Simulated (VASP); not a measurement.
# Al (P6_3/mmc) in VASP: further runs, part 2 of 2

VASP 6.6.1. Earlier steps stand in the parts before.

**5. Single point, PBEsol**

This run uses another cell than the first one, of 17.17 Å³/atom, 1.080 times its volume.

Contents of INCAR:

```
  PREC = Accurate
  ENCUT = 520
  EDIFF = 1E-7
  ISMEAR = 1
  SIGMA = 0.15
  LREAL = F
  LASPH = T
  NELM = 80
  ALGO = Normal
  ISIF = 2
  LWAVE = F
  LCHARG = F
  GGA = PS
  NBANDS = 14
```

Contents of KPOINTS:

```
regular mesh
0
Gamma
  9 9 3
```

Contents of POSCAR:

```
Al
1.0
    2.9005402016      0.0000000000      0.0000000000
   -1.4502706138      2.5119420118      0.0000000000
    0.0000000000      0.0000000000      9.4246962458
Al
4
Direct
    0.0000000000      0.0000000000      0.0000000000
    0.3333333333      0.6666666667      0.2500000000
    0.0000000000      0.0000000000      0.5000000000
    0.6666666667      0.3333333333      0.7500000000
```

Potentials or basis: VASP PAW PBE potentials, release 64 (Al).

Run with:

```console
$ cat potpaw_PBE.64/Al/POTCAR > POTCAR
$ mpirun -np 1 vasp_std > vasp.out
```

OUTCAR:

```text
PREC = Accurate
   ENCUT = 520
   EDIFF = 1E-7
   ISMEAR = 1
   LREAL = F
   LASPH = T
   NELM = 80
   ISIF = 2
   GGA = PS

 ion  position               nearest neighbor table
   1  0.000  0.000  0.000-   4 2.89   2 2.89   4 2.89   2 2.89   4 2.89   2 2.89
   2  0.333  0.667  0.250-   1 2.89   3 2.89   1 2.89   3 2.89   1 2.89   3 2.89
   3  0.000  0.000  0.500-   4 2.89   2 2.89   4 2.89   2 2.89   4 2.89   2 2.89
   4  0.667  0.333  0.750-   1 2.89   3 2.89   1 2.89   3 2.89   1 2.89   3 2.89

  LATTYP: Found a hexagonal cell.
 ALAT       =     2.9005402016
 C/A-ratio  =     3.2492899911

  Lattice vectors:

 A1 = (   2.9005402016,   0.0000000000,   0.0000000000)
 A2 = (  -1.4502706138,   2.5119420118,   0.0000000000)
 A3 = (   0.0000000000,   0.0000000000,   9.4246962458)

Analysis of symmetry for initial positions (statically):
=====================================================================
 Subroutine PRICEL returns:
 Original cell was already a primitive cell.

 Routine SETGRP: Setting up the symmetry group for a
 hexagonal supercell.

 Subroutine GETGRP returns: Found 24 space group operations
 (whereof 12 operations were pure point group operations)
 out of a pool of 24 trial point group operations.

The static configuration has the point symmetry D_3d.
 The point group associated with its full space group is D_6h.

Analysis of symmetry for dynamics (positions and initial velocities):
=====================================================================
 Subroutine PRICEL returns:
 Original cell was already a primitive cell.

 Routine SETGRP: Setting up the symmetry group for a
 hexagonal supercell.

 Subroutine GETGRP returns: Found 24 space group operations
 (whereof 12 operations were pure point group operations)
 out of a pool of 24 trial point group operations.

The dynamic configuration has the point symmetry D_3d.
 The point group associated with its full space group is D_6h.

 Subroutine INISYM returns: Found 24 space group operations
 (whereof 12 operations are pure point group operations),
 and found     1 'primitive' translations

----------------------------------------------------------------------------------------

                                     Primitive cell

  volume of cell :      68.6682

  direct lattice vectors                    reciprocal lattice vectors
     2.900540202  0.000000000  0.000000000     0.344763365  0.199049251  0.000000000
    -1.450270614  2.511942012  0.000000000     0.000000000  0.398098362  0.000000000
     0.000000000  0.000000000  9.424696246     0.000000000  0.000000000  0.106104215

  length of vectors
     2.900540202  2.900540902  9.424696246     0.398098458  0.398098362  0.106104215

  position of ions in fractional coordinates (direct lattice)
     0.000000000  0.000000000  0.000000000
     0.333333333  0.666666667  0.250000000
     0.000000000  0.000000000  0.500000000
     0.666666667  0.333333333  0.750000000

  ion indices of the primitive-cell ions
   primitive index   ion index
                 1           1
                 2           2
                 3           3
                 4           4

----------------------------------------------------------------------------------------
[... 53 lines left out ...]
   total plane-waves  NPLWV =  40320
   dimension x,y,z NGX =    24 NGY =   24 NGZ =   70
   dimension x,y,z NGXF=    48 NGYF=   48 NGZF=  140
   ions per type =               4
   NGX,Y,Z   is equivalent  to a cutoff of  13.76, 13.76, 12.35 a.u.
   NGXF,Y,Z  is equivalent  to a cutoff of  27.51, 27.51, 24.70 a.u.
 SYSTEM =  unknown system
   PREC   = accura    normal or accurate (medium, high low for compatibility)
   ISTART =      0    job   : 0-new  1-cont  2-samecut
   ICHARG =      2    charge: 1-file 2-atom 10-const
   ISPIN  =      1    spin polarized calculation?
   LNONCOLLINEAR =      F non collinear calculations
   LSORBIT =      F    spin-orbit coupling
   LASPH  =      T    aspherical Exc in radial PAW
   ENCUT  =  520.0 eV  38.22 Ry    6.18 a.u.   5.39  5.39 17.52*2*pi/ulx,y,z
   NELM   =     80;   NELMIN=  2; NELMDL= -5     # of ELM steps
   EDIFF  = 0.1E-06   stopping-criterion for ELM
   LREAL  =      F    real-space projection
   EDIFFG = 0.1E-05   stopping-criterion for IOM
   NSW    =      0    number of steps for IOM
   IBRION =     -1    ionic relax: 0-MD 1-quasi-New 2-CG
   NFREE  =      0    steps in history (QN), initial steepest desc. (CG)
   ISIF   =      2    stress and relaxation
   ISYM   =      2    0-nonsym 1-usesym 2-fastsym
   POTIM  = 0.5000    time-step for ionic-motion
   TEBEG  =    0.0;   TEEND  =   0.0 temperature during run
   PSTRESS=    0.0 pullay stress
   NELECT =      12.0000    total number of electrons
   NUPDOWN=      -1.0000    fix difference up-down
   EMIN   =  10.00;   EMAX   =-10.00  energy-range for DOS
   EFERMI =   0.00;   METHOD = LEGACY
   ISMEAR =     1;   SIGMA  =   0.15  broadening in eV -4-tet -1-fermi 0-gaus
   EFERMI_NEDOS =   21; number of points for ismear=-14 and -15
   IALGO  =     38    algorithm
   IMIX   =      4    mixing-type and parameters
     AMIX     =   0.40;   BMIX     =  1.00
     AMIX_MAG =   1.60;   BMIX_MAG =  1.00
  volume/ion in A,a.u.               =      17.17       115.85
  Fermi-wavevector in a.u.,A,eV,Ry     =   0.915272  1.729612 11.397900  0.837722
  Thomas-Fermi vector in A             =   2.039994
   LORBIT       =      0    0 simple, 1 ext, 2 COOP (PROOUT), +10 PAW based schemes
   GGA     = PS    functional components
   LHFCALC =     F    Hartree Fock is set to
   AEXX    =    0.0000 exact exchange contribution
   IVDW    =     0    specifies the selected vdW correction
   LEPSILON=     F    determine dielectric tensor
   LRPA    =     F    only Hartree local field effects (RPA)
 non-spin polarized calculation
 Methfessel and Paxton  Order N= 1 SIGMA  =   0.15
  energy-cutoff  :      520.00
  volume of cell :       68.67
 maximum number of plane-waves:      1907
 NGX is ok and might be reduce to    24
   NGX = 11   NGY = 11   NGZ = 35

 number of electron      12.0000000 magnetization

 Free energy of the ion-electron system (eV)
  ---------------------------------------------------
  ext. energy  EPLUGINS =         0.00000000
  ---------------------------------------------------
  free energy    TOTEN  =       -16.24590986 eV

  energy without entropy =      -16.24418961  energy(sigma->0) =      -16.24533645

 E-fermi :   7.4054     XC(G=0): -10.1142

 val. band max:        7.3988088234   @ k =   0.3333   0.2222   0.3333
 cond. band min:       7.4821591714   @ k =   0.4444   0.0000   0.0000
 fundamental gap:      0.0833503480
 Fermi energy:         7.4053524367

 k-point     1 :       0.0000    0.0000    0.0000
  band No.  band energies     occupation
      1      -3.3172      2.00000
      2      -1.6603      2.00000
      3      -1.6596      2.00000
      4       3.1296      2.00000
      5       3.2836      2.00000
      6      10.9856      0.00000
      7      10.9971      0.00000
      8      17.7926      0.00000
      9      17.7926      0.00000
     10      18.0390      0.00000
     11      18.0390      0.00000
     12      19.0902      0.00000
     13      19.0913      0.00000
     14      19.3205      0.00000
[... 377 lines left out ...]
      1       4.3349      2.00000
      2       4.5208      2.00000
      3       4.5208      2.00000
      4       4.8106      2.00000
      5       5.0255      2.00000
      6       5.0255      2.00000
      7       7.0673      2.00648
      8       7.0673      2.00648
      9       7.2079      2.06865
     10       8.6597     -0.00000
     11       9.0058     -0.00000
     12       9.0058     -0.00000
     13      12.8529      0.00000
     14      12.8530      0.00000

------------------------ aborting loop because EDIFF is reached ----------------------------------------

  FORCE on cell =-STRESS in cart. coord.  units (eV):
  Direction    XX          YY          ZZ          XY          YZ          ZX
  --------------------------------------------------------------------------------------
  -------------------------------------------------------------------------------------
  Total       -2.3084356     -2.3084365     -0.6172534      0.0000005      0.0000000      0.0000000
  in kB      -53.8607606    -53.8607826    -14.4018473      0.0000110      0.0000000      0.0000000
  external PRESSURE =     -40.7077968 kB  Pullay stress =       0.0000000 kB

 VOLUME and BASIS-vectors are now :
 -----------------------------------------------------------------------------
  energy-cutoff  :      520.00
  volume of cell :       68.67
      direct lattice vectors                 reciprocal lattice vectors
     2.900540202  0.000000000  0.000000000     0.344763365  0.199049251  0.000000000
    -1.450270614  2.511942012  0.000000000     0.000000000  0.398098362  0.000000000
     0.000000000  0.000000000  9.424696246     0.000000000  0.000000000  0.106104215

 POSITION                                       TOTAL-FORCE (eV/Angst)
 -----------------------------------------------------------------------------------
      0.00000      0.00000      0.00000         0.000000      0.000000      0.000000
     -0.00000      1.67463      2.35617        -0.000000      0.000000     -0.000000
      0.00000      0.00000      4.71235         0.000000      0.000000      0.000000
      1.45027      0.83731      7.06852         0.000000     -0.000000     -0.000000
 -----------------------------------------------------------------------------------
    total drift:                               -0.000000      0.000000      0.000000

  FREE ENERGIE OF THE ION-ELECTRON SYSTEM (eV)
  ---------------------------------------------------
  free  energy   TOTEN  =       -16.2459098647 eV

  energy  without entropy=      -16.2441896137  energy(sigma->0) =      -16.24533645
```

It took 44 s on 1 thread of AMD EPYC 7R13, shared host; peak memory 0.15 GiB.

What came out:

| Item | Value |
| --- | --- |
| Free energy | -16.2459 eV |
| Pressure | -4.1 GPa |
| Band gap on the k mesh | zero (band 6 reaches 11.45 eV, above the bottom of band 7 at 6.21 eV) |

Stress tensor (GPa, compression positive):
```
-5.39  0.00  0.00
 0.00 -5.39  0.00
 0.00  0.00 -1.44
```

Levels at points of the mesh, in eV from the Fermi level:
| k point | band 2 | band 3 | band 4 | band 5 | band 6 | band 7 | band 8 | band 9 |
| --- | --- | --- | --- | --- | --- | --- | --- | --- |
| (0.00, 0.00, 0.00) | -9.07 | -9.06 | -4.28 | -4.12 | 3.58 | 3.59 | 10.39 | 10.39 |

Caveat: the PAW data sets were made with another functional, which shifts forces and pressure a little.

**6. Summary**

```csv
cell,gap on the mesh (eV),pressure (GPa)
"a = 2.827, b = 2.827, c = 9.186 Å, angles 90.0, 90.0, 120.0°, 4 atoms",none,1.6
"a = 2.852, b = 2.852, c = 9.267 Å, angles 90.0, 90.0, 120.0°, 4 atoms",none,-0.6
"a = 2.876, b = 2.876, c = 9.346 Å, angles 90.0, 90.0, 120.0°, 4 atoms",none,-2.4
"a = 2.901, b = 2.901, c = 9.425 Å, angles 90.0, 90.0, 120.0°, 4 atoms",none,-4.1
```

Alike in all rows: task single point; level PBEsol; potentials or basis VASP PAW PBE potentials, release 64 (Al); no spin polarisation; k mesh 9 × 9 × 3; cutoff (eV) 520; smearing methfessel-paxton 0.15 eV.

Caveats: the PAW data sets were made with another functional, which shifts forces and pressure a little.

Total energies depend on the potentials used, so only differences within one code and one set of settings carry meaning.
